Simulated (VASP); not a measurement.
# GaP (F-43m) in VASP: a series of runs

GaP is run at these levels: LDA; tasks: single point.

Everything below comes from runs of VASP 6.6.1. Logs are shortened: lines on timing, memory, paths and dates and some standing lists are left out, and cuts for length are marked.

### Step 1. The cell of the first run

It takes space group F-43m (No. 216, cubic). Conventional cell: a = 5.391 Å, b = 5.391 Å, c = 5.391 Å, α = 90.00°, β = 90.00°, γ = 90.00°. Ga (site symmetry -43m) has 4 P at 2.33 Å within 3.1 Å. Within 3.1 Å of P (site symmetry -43m) lie 4 Ga at 2.33 Å.

### Step 2. Single point, LDA

File INCAR:

```
PREC = Accurate
ENCUT = 500
EDIFF = 1E-6
ISMEAR = 0
SIGMA = 0.01
LREAL = False
LASPH = True
NELM = 120
ALGO = Normal
ISIF = 2
LWAVE = False
LCHARG = False
GGA = CA
NBANDS = 16
GGA_COMPAT = False
```

File KPOINTS:

```
Automatic mesh
0
Gamma
  8 8 8
```

File POSCAR:

```
GaP
1.0
    0.0000000000      2.6956551201      2.6956551201
    2.6956551201      0.0000000000      2.6956551201
    2.6956551201      2.6956551201      0.0000000000
Ga P
1 1
Direct
    0.0000000000      0.0000000000      0.0000000000
    0.7500000000      0.7500000000      0.7500000000
```

Potentials or basis: VASP PAW LDA potentials, release 64 (Ga_d, P).

Run with:

```
$ cat potpaw_LDA.64/Ga_d/POTCAR potpaw_LDA.64/P/POTCAR > POTCAR
$ mpirun -np 1 vasp_std > vasp.out
```

OUTCAR:

```text
PREC = Accurate
   ENCUT = 500
   EDIFF = 1E-6
   ISMEAR = 0
   LREAL = False
   LASPH = True
   NELM = 120
   ISIF = 2
   GGA = CA

 ion  position               nearest neighbor table
   1  0.000  0.000  0.000-   2 2.33   2 2.33   2 2.33   2 2.33
   2  0.750  0.750  0.750-   1 2.33   1 2.33   1 2.33   1 2.33

  LATTYP: Found a face centered cubic cell.
 ALAT       =     5.3913102402

  Lattice vectors:

 A1 = (   0.0000000000,   2.6956551201,   2.6956551201)
 A2 = (   2.6956551201,   0.0000000000,   2.6956551201)
 A3 = (   2.6956551201,   2.6956551201,   0.0000000000)

Analysis of symmetry for initial positions (statically):
=====================================================================
 Subroutine PRICEL returns:
 Original cell was already a primitive cell.

 Routine SETGRP: Setting up the symmetry group for a
 face centered cubic supercell.

 Subroutine GETGRP returns: Found 24 space group operations
 (whereof 24 operations were pure point group operations)
 out of a pool of 48 trial point group operations.

The static configuration has the point symmetry T_d .

Analysis of symmetry for dynamics (positions and initial velocities):
=====================================================================
 Subroutine PRICEL returns:
 Original cell was already a primitive cell.

 Routine SETGRP: Setting up the symmetry group for a
 face centered cubic supercell.

 Subroutine GETGRP returns: Found 24 space group operations
 (whereof 24 operations were pure point group operations)
 out of a pool of 48 trial point group operations.

The dynamic configuration has the point symmetry T_d .

 Subroutine INISYM returns: Found 24 space group operations
 (whereof 24 operations are pure point group operations),
 and found     1 'primitive' translations

----------------------------------------------------------------------------------------

                                     Primitive cell

  volume of cell :      39.1763

  direct lattice vectors                    reciprocal lattice vectors
     0.000000000  2.695655120  2.695655120    -0.185483668  0.185483668  0.185483668
     2.695655120  0.000000000  2.695655120     0.185483668 -0.185483668  0.185483668
     2.695655120  2.695655120  0.000000000     0.185483668  0.185483668 -0.185483668

  length of vectors
     3.812232030  3.812232030  3.812232030     0.321267137  0.321267137  0.321267137

  position of ions in fractional coordinates (direct lattice)
     0.000000000  0.000000000  0.000000000
     0.750000000  0.750000000  0.750000000

  ion indices of the primitive-cell ions
   primitive index   ion index
                 1           1
                 2           2

----------------------------------------------------------------------------------------

 KPOINTS: Automatic mesh

Automatic generation of k-mesh.
 Grid dimensions read from file:
 generate k-points for:    8    8    8

 Generating k-lattice:

  Cartesian coordinates                     Fractional coordinates (reciprocal lattice)
    -0.023185459  0.023185459  0.023185459     0.125000000  0.000000000  0.000000000
     0.023185459 -0.023185459  0.023185459     0.000000000  0.125000000  0.000000000
     0.023185459  0.023185459 -0.023185459     0.000000000  0.000000000  0.125000000

  Length of vectors
     0.040158392  0.040158392  0.040158392

  Shift w.r.t. Gamma in fractional coordinates (k-lattice)
     0.000000000  0.000000000  0.000000000

 Subroutine IBZKPT returns following result:
 ===========================================

 Found     29 irreducible k-points:

 Following reciprocal coordinates:
            Coordinates               Weight
  0.000000  0.000000  0.000000      1.000000
  0.125000  0.000000  0.000000      8.000000
  0.250000  0.000000  0.000000      8.000000
  0.375000  0.000000  0.000000      8.000000
  0.500000  0.000000  0.000000      4.000000
  0.125000  0.125000  0.000000      6.000000
[... 16 lines left out ...]
  0.500000  0.250000  0.125000     48.000000
 -0.375000  0.250000  0.125000     24.000000
 [... further k-points ...]
   k-points           NKPTS =     29   k-points in BZ     NKDIM =     29   number of bands    NBANDS=     16
   number of dos      NEDOS =    301   number of ions     NIONS =      2
   total plane-waves  NPLWV =  21952
   dimension x,y,z NGX =    28 NGY =   28 NGZ =   28
   dimension x,y,z NGXF=    56 NGYF=   56 NGZF=   56
   ions per type =               1   1
   NGX,Y,Z   is equivalent  to a cutoff of  12.21, 12.21, 12.21 a.u.
   NGXF,Y,Z  is equivalent  to a cutoff of  24.42, 24.42, 24.42 a.u.
 SYSTEM =  unknown system
   PREC   = accura    normal or accurate (medium, high low for compatibility)
   ISTART =      0    job   : 0-new  1-cont  2-samecut
   ICHARG =      2    charge: 1-file 2-atom 10-const
   ISPIN  =      1    spin polarized calculation?
   LNONCOLLINEAR =      F non collinear calculations
   LSORBIT =      F    spin-orbit coupling
   LASPH  =      T    aspherical Exc in radial PAW
   ENCUT  =  500.0 eV  36.75 Ry    6.06 a.u.   6.95  6.95  6.95*2*pi/ulx,y,z
   NELM   =    120;   NELMIN=  2; NELMDL= -5     # of ELM steps
   EDIFF  = 0.1E-05   stopping-criterion for ELM
   LREAL  =      F    real-space projection
   EDIFFG = 0.1E-04   stopping-criterion for IOM
   NSW    =      0    number of steps for IOM
   IBRION =     -1    ionic relax: 0-MD 1-quasi-New 2-CG
   NFREE  =      0    steps in history (QN), initial steepest desc. (CG)
   ISIF   =      2    stress and relaxation
   ISYM   =      2    0-nonsym 1-usesym 2-fastsym
   POTIM  = 0.5000    time-step for ionic-motion
   TEBEG  =    0.0;   TEEND  =   0.0 temperature during run
   PSTRESS=    0.0 pullay stress
   NELECT =      18.0000    total number of electrons
   NUPDOWN=      -1.0000    fix difference up-down
   EMIN   =  10.00;   EMAX   =-10.00  energy-range for DOS
   EFERMI =   0.00;   METHOD = LEGACY
   ISMEAR =     0;   SIGMA  =   0.01  broadening in eV -4-tet -1-fermi 0-gaus
   EFERMI_NEDOS =   21; number of points for ismear=-14 and -15
   IALGO  =     38    algorithm
   IMIX   =      4    mixing-type and parameters
     AMIX     =   0.40;   BMIX     =  1.00
     AMIX_MAG =   1.60;   BMIX_MAG =  1.00
  volume/ion in A,a.u.               =      19.59       132.19
  Fermi-wavevector in a.u.,A,eV,Ry     =   1.263256  2.387208 21.712388  1.595815
  Thomas-Fermi vector in A             =   2.396622
   LORBIT       =      0    0 simple, 1 ext, 2 COOP (PROOUT), +10 PAW based schemes
   GGA     = CA    functional components
   LHFCALC =     F    Hartree Fock is set to
   AEXX    =    0.0000 exact exchange contribution
   IVDW    =     0    specifies the selected vdW correction
   LEPSILON=     F    determine dielectric tensor
   LRPA    =     F    only Hartree local field effects (RPA)
 non-spin polarized calculation
 Gauss-broadening in eV      SIGMA  =   0.01
  energy-cutoff  :      500.00
  volume of cell :       39.18
 maximum number of plane-waves:      1006
   NGX = 13   NGY = 13   NGZ = 13

 number of electron      17.9999998 magnetization

 Free energy of the ion-electron system (eV)
  ---------------------------------------------------
  ext. energy  EPLUGINS =         0.00000000
  ---------------------------------------------------
  free energy    TOTEN  =       -10.45066246 eV

  energy without entropy =      -10.45066246  energy(sigma->0) =      -10.45066246

 E-fermi :   4.9422     XC(G=0): -10.3108

 val. band max:        4.8485040562   @ k =   0.0000   0.0000   0.0000
 cond. band min:       6.2781265731   @ k =   0.5000   0.5000   0.0000
 fundamental gap:      1.4296225169
 Fermi energy:         4.9422145173

 k-point     1 :       0.0000    0.0000    0.0000
  band No.  band energies     occupation
      1      -9.9174      2.00000
      2      -9.9174      2.00000
      3      -9.9174      2.00000
      4      -9.8090      2.00000
      5      -9.8090      2.00000
      6      -7.9120      2.00000
[... 8 lines left out ...]
     15      14.6926      0.00000
     16      14.6926      0.00000

 k-point     2 :       0.1250    0.0000    0.0000
  band No.  band energies     occupation
      1      -9.9320      2.00000
      2      -9.9122      2.00000
      3      -9.9122      2.00000
      4      -9.8091      2.00000
      5      -9.8091      2.00000
      6      -7.7009      2.00000
[... 8 lines left out ...]
     15      14.0101      0.00000
     16      14.4240      0.00000

 k-point     3 :       0.2500    0.0000    0.0000
  band No.  band energies     occupation
      1      -9.9638      2.00000
      2      -9.9013      2.00000
      3      -9.9013      2.00000
      4      -9.8077      2.00000
      5      -9.8077      2.00000
      6      -7.1006      2.00000
[... 8 lines left out ...]
     15      13.8109      0.00000
     16      14.6123      0.00000

 k-point     4 :       0.3750    0.0000    0.0000
  band No.  band energies     occupation
      1      -9.9925      2.00000
      2      -9.8930      2.00000
      3      -9.8930      2.00000
      4      -9.8036      2.00000
      5      -9.8036      2.00000
      6      -6.2524      2.00000
[... 8 lines left out ...]
     15      15.0519      0.00000
     16      15.0519      0.00000
[... 324 lines left out ...]
 k-point    22 :       0.3750    0.2500    0.1250
  band No.  band energies     occupation
      1      -9.9879      2.00000
      2      -9.8883      2.00000
      3      -9.8839      2.00000
      4      -9.8214      2.00000
      5      -9.7991      2.00000
      6      -6.5890      2.00000
[... 8 lines left out ...]
     15      16.0347      0.00000
     16      17.2619      0.00000

 k-point    23 :       0.5000    0.2500    0.1250
  band No.  band energies     occupation
      1     -10.0037      2.00000
      2      -9.8846      2.00000
      3      -9.8738      2.00000
      4      -9.8191      2.00000
      5      -9.7992      2.00000
      6      -5.7861      2.00000
[... 8 lines left out ...]
     15      16.4116      0.00000
     16      17.7204      0.00000

 k-point    24 :      -0.3750    0.2500    0.1250
  band No.  band energies     occupation
      1     -10.0095      2.00000
      2      -9.8841      2.00000
      3      -9.8703      2.00000
      4      -9.8151      2.00000
      5      -9.8011      2.00000
      6      -5.2877      2.00000
[... 8 lines left out ...]
     15      16.8443      0.00000
     16      17.4333      0.00000

 [... further k-points ...]
[... 5 lines left out ...]
  --------------------------------------------------------------------------------------
  -------------------------------------------------------------------------------------
  Total        0.0178534      0.0178534      0.0178534      0.0000000     -0.0000000      0.0000000
  in kB        0.7301437      0.7301437      0.7301437      0.0000000     -0.0000000      0.0000000
  external PRESSURE =       0.7301437 kB  Pullay stress =       0.0000000 kB

 VOLUME and BASIS-vectors are now :
 -----------------------------------------------------------------------------
  energy-cutoff  :      500.00
  volume of cell :       39.18
      direct lattice vectors                 reciprocal lattice vectors
     0.000000000  2.695655120  2.695655120    -0.185483668  0.185483668  0.185483668
     2.695655120  0.000000000  2.695655120     0.185483668 -0.185483668  0.185483668
     2.695655120  2.695655120  0.000000000     0.185483668  0.185483668 -0.185483668

 POSITION                                       TOTAL-FORCE (eV/Angst)
 -----------------------------------------------------------------------------------
      0.00000      0.00000      0.00000         0.000000      0.000000      0.000000
      4.04348      4.04348      4.04348        -0.000000     -0.000000     -0.000000
 -----------------------------------------------------------------------------------
    total drift:                               -0.000000     -0.000000     -0.000000

  FREE ENERGIE OF THE ION-ELECTRON SYSTEM (eV)
  ---------------------------------------------------
  free  energy   TOTEN  =       -10.4506624606 eV

  energy  without entropy=      -10.4506624606  energy(sigma->0) =      -10.45066246
```

It took 8.3 s on 1 thread of AMD EPYC 9R45 (Zen 5), shared host; peak memory 0.12 GiB.

What came out:

| Property | Result |
| --- | --- |
| Free energy | -10.4507 eV |
| Pressure | 0.1 GPa |
| Band gap on the k mesh | 1.43 eV, indirect (least direct gap 1.91 eV) |

A k mesh can miss the band edges.

### Step 3. Single point, LDA

This run uses another cell than the first one: it holds 32 atoms, not 2.

File INCAR:

```
SYSTEM = GaP
PREC = Accurate ; ENCUT = 500
EDIFF = 1E-6 ; ISMEAR = 0
SIGMA = 0.01 ; LREAL = Auto
LASPH = .True. ; NELM = 120
ALGO = Normal ; ISIF = 2
LWAVE = .False. ; LCHARG = .True.
GGA = CA ; LELF = .True.
LVHAR = .True. ; NBANDS = 166
GGA_COMPAT = .False.
```

File KPOINTS:

```
Automatic mesh
0
Gamma
  2 2 2
  0.5 0.5 0.5
```

File POSCAR:

```
GaP
1.0
   -5.3913102402     -5.3913102402      5.3913102402
    5.3913102402     -5.3913102402     -5.3913102402
    5.3913102402      5.3913102402      5.3913102402
Ga P
16 16
Direct
    0.2500000000      0.0000000000      0.7500000000
    0.0000000000      0.0000000000      0.0000000000
    0.5000000000      0.7500000000      0.7500000000
    0.2500000000      0.7500000000      0.0000000000
    0.0000000000      0.7500000000      0.2500000000
    0.7500000000      0.0000000000      0.2500000000
    0.5000000000      0.0000000000      0.5000000000
    0.0000000000      0.2500000000      0.7500000000
    0.7500000000      0.5000000000      0.7500000000
    0.5000000000      0.5000000000      0.0000000000
    0.2500000000      0.5000000000      0.2500000000
    0.0000000000      0.5000000000      0.5000000000
    0.7500000000      0.7500000000      0.5000000000
    0.7500000000      0.2500000000      0.0000000000
    0.5000000000      0.2500000000      0.2500000000
    0.2500000000      0.2500000000      0.5000000000
    0.2500000000      0.7500000000      0.7500000000
    0.0000000000      0.7500000000      0.0000000000
    0.5000000000      0.5000000000      0.7500000000
    0.2500000000      0.5000000000      0.0000000000
    0.0000000000      0.5000000000      0.2500000000
    0.7500000000      0.7500000000      0.2500000000
    0.5000000000      0.7500000000      0.5000000000
    0.0000000000      0.0000000000      0.7500000000
    0.7500000000      0.2500000000      0.7500000000
    0.5000000000      0.2500000000      0.0000000000
    0.2500000000      0.2500000000      0.2500000000
    0.0000000000      0.2500000000      0.5000000000
    0.7500000000      0.5000000000      0.5000000000
    0.7500000000      0.0000000000      0.0000000000
    0.5000000000      0.0000000000      0.2500000000
    0.2500000000      0.0000000000      0.5000000000
```

Potentials or basis: VASP PAW LDA potentials, release 64 (Ga_d, P).

Run with:

```
$ cat potpaw_LDA.64/Ga_d/POTCAR potpaw_LDA.64/P/POTCAR > POTCAR
$ mpirun -np 1 vasp_std > vasp.out
```

OUTCAR:

```text
SYSTEM = GaP
   PREC = Accurate
   ENCUT = 500
   EDIFF = 1E-6
   ISMEAR = 0
   LREAL = Auto
   LASPH = .True.
   NELM = 120
   ISIF = 2
   GGA = CA

 ion  position               nearest neighbor table
   1  0.250  0.000  0.750-  17 2.33  24 2.33  26 2.33  32 2.33
   2  0.000  0.000  0.000-  18 2.33  24 2.33  27 2.33  30 2.33
   3  0.500  0.750  0.750-  17 2.33  19 2.33  23 2.33  30 2.33
   4  0.250  0.750  0.000-  17 2.33  18 2.33  20 2.33  31 2.33
   5  0.000  0.750  0.250-  18 2.33  21 2.33  22 2.33  32 2.33
   6  0.750  0.000  0.250-  22 2.33  28 2.33  30 2.33  31 2.33
[... 24 lines left out ...]
  31  0.500  0.000  0.250-   4 2.33   6 2.33   7 2.33  15 2.33
  32  0.250  0.000  0.500-   1 2.33   5 2.33   7 2.33  16 2.33

  LATTYP: Found a body centered cubic cell.
 ALAT       =    10.7826204804

  Lattice vectors:

 A1 = (  -5.3913102402,  -5.3913102402,   5.3913102402)
 A2 = (   5.3913102402,  -5.3913102402,  -5.3913102402)
 A3 = (   5.3913102402,   5.3913102402,   5.3913102402)

Analysis of symmetry for initial positions (statically):
=====================================================================
 Subroutine PRICEL returns following result:

[... 336 lines left out ...]
      1     -10.0304      2.00000
      2     -10.0304      2.00000
      3     -10.0260      2.00000
      4     -10.0119      2.00000
      5     -10.0119      2.00000
      6     -10.0119      2.00000
[... 148 lines left out ...]
    155       7.7987      0.00000
    156       8.0650      0.00000
 [bands above 156 left out]

------------------------ aborting loop because EDIFF is reached ----------------------------------------

  FORCE on cell =-STRESS in cart. coord.  units (eV):
  Direction    XX          YY          ZZ          XY          YZ          ZX
  --------------------------------------------------------------------------------------
  -------------------------------------------------------------------------------------
  Total        0.4986174      0.4986174      0.4986174      0.0000000      0.0000000      0.0000000
  in kB        1.2744860      1.2744860      1.2744860      0.0000000      0.0000000      0.0000000
  external PRESSURE =       1.2744860 kB  Pullay stress =       0.0000000 kB

 VOLUME and BASIS-vectors are now :
 -----------------------------------------------------------------------------
  energy-cutoff  :      500.00
  volume of cell :      626.82
      direct lattice vectors                 reciprocal lattice vectors
    -5.391310240 -5.391310240  5.391310240     0.000000000 -0.092741834  0.092741834
     5.391310240 -5.391310240 -5.391310240     0.092741834 -0.092741834  0.000000000
     5.391310240  5.391310240  5.391310240     0.092741834  0.000000000  0.092741834

 POSITION                                       TOTAL-FORCE (eV/Angst)
 -----------------------------------------------------------------------------------
      2.69566      2.69566      5.39131        -0.000000      0.000000     -0.000000
      0.00000      0.00000      0.00000        -0.000000      0.000000     -0.000000
      5.39131     -2.69566      2.69566        -0.000000      0.000000     -0.000000
      2.69566     -5.39131     -2.69566        -0.000000      0.000000     -0.000000
      5.39131     -2.69566     -2.69566        -0.000000      0.000000     -0.000000
     -2.69566     -2.69566      5.39131        -0.000000      0.000000     -0.000000
[... 24 lines left out ...]
     -1.34783     -1.34783      4.04348         0.000000      0.000000      0.000000
      1.34783      1.34783      4.04348        -0.000000     -0.000000      0.000000
 -----------------------------------------------------------------------------------
    total drift:                                0.000057     -0.000058      0.000057

  FREE ENERGIE OF THE ION-ELECTRON SYSTEM (eV)
  ---------------------------------------------------
  free  energy   TOTEN  =      -167.2417476585 eV

  energy  without entropy=     -167.2417476585  energy(sigma->0) =     -167.24174766
```

OSZICAR:

```text
N       E                     dE             d eps       ncg     rms          rms(c)
DAV:   1     0.366437331536E+04    0.36644E+04   -0.11422E+05   712   0.255E+03
DAV:   2     0.760135097716E+03   -0.29042E+04   -0.28113E+04   664   0.756E+02
DAV:   3    -0.746768568484E+02   -0.83481E+03   -0.78521E+03   804   0.252E+02
DAV:   4    -0.165704732120E+03   -0.91028E+02   -0.89367E+02   786   0.791E+01
DAV:   5    -0.172444716110E+03   -0.67400E+01   -0.67107E+01   976   0.226E+01    0.184E+01
DAV:   6    -0.168035541453E+03    0.44092E+01   -0.99393E+00   986   0.167E+01    0.110E+01
DAV:   7    -0.167284824582E+03    0.75072E+00   -0.42964E+00   808   0.436E+00    0.361E+00
DAV:   8    -0.167240554443E+03    0.44270E-01   -0.60095E-01   752   0.415E+00    0.105E+00
DAV:   9    -0.167240994166E+03   -0.43972E-03   -0.10878E-01   864   0.162E+00    0.297E-01
DAV:  10    -0.167241655859E+03   -0.66169E-03   -0.12017E-02   928   0.345E-01    0.114E-01
DAV:  11    -0.167241939307E+03   -0.28345E-03   -0.24549E-03   832   0.121E-01    0.107E-01
DAV:  12    -0.167241742133E+03    0.19717E-03   -0.66230E-04   792   0.716E-02    0.192E-02
DAV:  13    -0.167241748661E+03   -0.65288E-05   -0.10293E-04   880   0.216E-02    0.158E-02
DAV:  14    -0.167241749768E+03   -0.11064E-05   -0.17864E-06   472   0.396E-03    0.265E-02
DAV:  15    -0.167241747586E+03    0.21818E-05   -0.41340E-06   512   0.111E-02    0.437E-03
DAV:  16    -0.167241747659E+03   -0.72396E-07   -0.10472E-06   400   0.423E-03
   1 F= -.16724175E+03 E0= -.16724175E+03  d E =-.201589E-44
```

Wall time 4.3 min (1 thread of AMD EPYC 9R45 (Zen 5), shared host); peak memory 0.55 GiB.

What came out:

- Free energy: -167.2417 eV
- Pressure: 0.1 GPa
- Band gap on the k mesh: 2.14 eV

Levels at points of the mesh, in eV from the valence-band top:
```
           k point  band 141  band 142  band 143  band 144  band 145  band 146  band 147  band 148
(0.25, 0.25, 0.25)     -0.01     -0.01     -0.01     -0.01      2.81      2.81      2.81      2.81
```

A k mesh can miss the band edges. A hybrid or GW would open this gap; LDA tends to underestimate it.
